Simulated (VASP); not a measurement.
A run of VASP 6.6.1 is set up as follows.

File INCAR:

```
ALGO = Normal
EDIFF = 1E-7
EDIFFG = -0.01
ENCUT = 600
GGA = PE
IBRION = 2
ISIF = 3
ISMEAR = -1
LASPH = T
LCHARG = F
LREAL = F
LWAVE = F
NELM = 100
NSW = 60
PREC = Accurate
SIGMA = 0.05
```

File KPOINTS:

```
k-points
0
Gamma
  7 7 7
```

Contents of POSCAR:

```
SiO2
1.0
   -2.8378980000      2.8378980000      5.6602100000
    2.8378980000     -2.8378980000      5.6602100000
    2.8378980000      2.8378980000     -5.6602100000
Si O
4 8
Direct
    0.8750000000      0.2636180000      0.8886180000
    0.0136180000      0.6250000000      0.8886180000
    0.7363820000      0.1250000000      0.1113820000
    0.3750000000      0.9863820000      0.1113820000
    0.6337270000      0.1337270000      0.5000000000
    0.4678770000      0.9678770000      0.9357540000
    0.0321230000      0.5321230000      0.0642460000
    0.1162730000      0.1162730000      0.0000000000
    0.8837270000      0.8837270000      0.0000000000
    0.8662730000      0.3662730000      0.5000000000
    0.2821230000      0.7178770000      0.0000000000
    0.7178770000      0.2821230000      0.0000000000
```

Potentials or basis: VASP PAW PBE potentials, release 64 (Si, O).

Launch:

```bash
$ cat potpaw_PBE.64/Si/POTCAR potpaw_PBE.64/O/POTCAR > POTCAR
$ mpirun -np 1 vasp_std > vasp.out
```

Q: Estimate the band gap on the k mesh.

A: 4.84 eV.

Q: What does it give for the space group after relaxing (to 0.1 Å)?

A: I4_122 (No. 98).

Final structure:
```xyz
12
Lattice="-2.8352 2.8352 5.6583 2.8352 -2.8352 5.6583 2.8352 2.8352 -5.6583" Properties=species:S:1:pos:R:3 pbc="T T T"
Si    0.7875    4.2528    1.4146
Si    4.2528    0.7875   -1.4146
Si   -1.4176    2.0478    4.2437
Si    2.0478   -1.4176    7.0728
O     0.0000    2.8352    1.5141
O     4.0689    1.2337    2.8291
O     1.6015   -1.2337    2.8291
O     2.8352    2.8352   -4.3432
O     2.8352    2.8352    4.3432
O     0.0000    2.8352    4.1442
O     1.2337   -1.2337    5.6583
O     1.6015    4.0689    0.0000
```

A k mesh can miss the band edges.
